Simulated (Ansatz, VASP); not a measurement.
# One calculation of C, two programs

```
C
1.0
     1.22805   -2.12706    0.00000
     1.22805    2.12706    0.00000
     0.00000    0.00000    7.17327
C
4
Direct
  0.08338 0.91662 0.75314
  0.58338 0.41662 0.24686
  0.91662 0.08338 0.24686
  0.41662 0.58338 0.75314
```

Alike in both runs: task single point; functional LDA; k mesh 18 × 18 × 6; occupations fermi-dirac, width 0.2 eV; no spin polarisation.

|  | VASP | Ansatz |
| --- | --- | --- |
| version | VASP 6.6.1 | Ansatz 0.2.0 |
| potentials or method | VASP PAW LDA potentials, release 64 (C), cutoff 520 eV | scalar-relativistic, plane waves, PAW |
| valence electrons in the cell | 16 | 16 |

|  | VASP | Ansatz | Ansatz less VASP |
| --- | --- | --- | --- |
| gap on the k mesh at the Fermi level (eV) | 0.02 | 0.02 | 0.000 |
| least direct gap on the mesh (eV) | 0.02 | 0.02 | 0.000 |
| pressure (GPa) | -3.2 | -3.9 | -0.73 |
| traceless stress, the component that is largest in VASP (GPa) | 1.94 | 2.82 | +0.876 |
| rms of the force components (eV/Å) | 0.013 | 0.013 | 0.0000 |

LDA's correlation is that of Perdew and Zunger in VASP and of Perdew and Wang (1992) in Ansatz. Atom by atom the forces differ by 0.000 eV/Å (rms over components).
